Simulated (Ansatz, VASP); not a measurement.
**Two plane-wave programs on TiO2**

Contents of INCAR:

```
PREC = Accurate
ENCUT = 520
EDIFF = 1E-7
ISMEAR = -1
SIGMA = 0.05
LREAL = F
LASPH = T
NELM = 100
ALGO = Normal
ISIF = 2
LWAVE = F
LCHARG = F
GGA = B5
ALDAX = 1.0
AGGAX = 1.0
AGGAC = 1.0
ALDAC = 0.0
NBANDS = 33
```

Contents of KPOINTS:

```
regular mesh
0
Gamma
  6 6 9
```

Contents of POSCAR:

```
TiO2
1.0
    4.5059367448      0.0000000000      0.0000000000
    0.0000000000      4.5059367448      0.0000000000
    0.0000000000      0.0000000000      2.8988044961
Ti O
2 4
Direct
    0.0000000000      0.0000000000      0.5000000000
    0.5000000000      0.5000000000      0.0000000000
    0.3043213200      0.3043213200      0.5000000000
    0.1956786800      0.8043213200      0.0000000000
    0.8043213200      0.1956786800      0.0000000000
    0.6956786800      0.6956786800      0.5000000000
```

File input.yaml:

```yaml
crystal:
  lattice:
    - [4.5059367448, 0.0, 0.0]
    - [0.0, 4.5059367448, 0.0]
    - [0.0, 0.0, 2.8988044961]
  atoms:
    - { symbol: Ti, position: [0.0, 0.0, 0.5] }
    - { symbol: Ti, position: [0.5, 0.5, 0.0] }
    - { symbol: O, position: [0.30432132, 0.30432132, 0.5] }
    - { symbol: O, position: [0.19567868, 0.80432132, 0.0] }
    - { symbol: O, position: [0.80432132, 0.19567868, 0.0] }
    - { symbol: O, position: [0.69567868, 0.69567868, 0.5] }
hamiltonian:
  xc: blyp
  pseudopotentials: { kind: paw }
kpoints:
  mp_grid: { grid: [6, 6, 9] }
scf:
  occupations: { method: fermi_dirac, width: 0.05 }
output:
  forces: true
  stress: true
  eigenvalues: true
```

Alike in both runs: task single point; functional BLYP; k mesh 6 × 6 × 9; occupations fermi-dirac, width 0.05 eV; no spin polarisation.

|  | VASP | Ansatz |
| --- | --- | --- |
| version | VASP 6.6.1 | Ansatz 0.2.0 |
| potentials or method | VASP PAW PBE potentials, release 64 (Ti_sv, O) | Ansatz PAW |
| plane-wave cutoff (eV) | 520 | 420 |
| valence electrons in the cell | 48 | 48 |

VASP gave:

- gap on the k mesh at the Fermi level (eV): 1.98
- least direct gap on the mesh (eV): 1.98
- rms of the force components (eV/Å): 0.201

Problem. What did Ansatz give for the same quantities?

Solution. gap on the k mesh at the Fermi level (eV): 2.02; least direct gap on the mesh (eV): 2.02; rms of the force components (eV/Å): 0.181.

VASP's potentials were made for PBE, not for BLYP. Atom by atom the forces differ by 0.020 eV/Å (rms over components).

Noted on Ansatz's run: odd divisions of the mesh miss points on the zone boundary, where band edges often lie, so the gap on the mesh can be too wide.
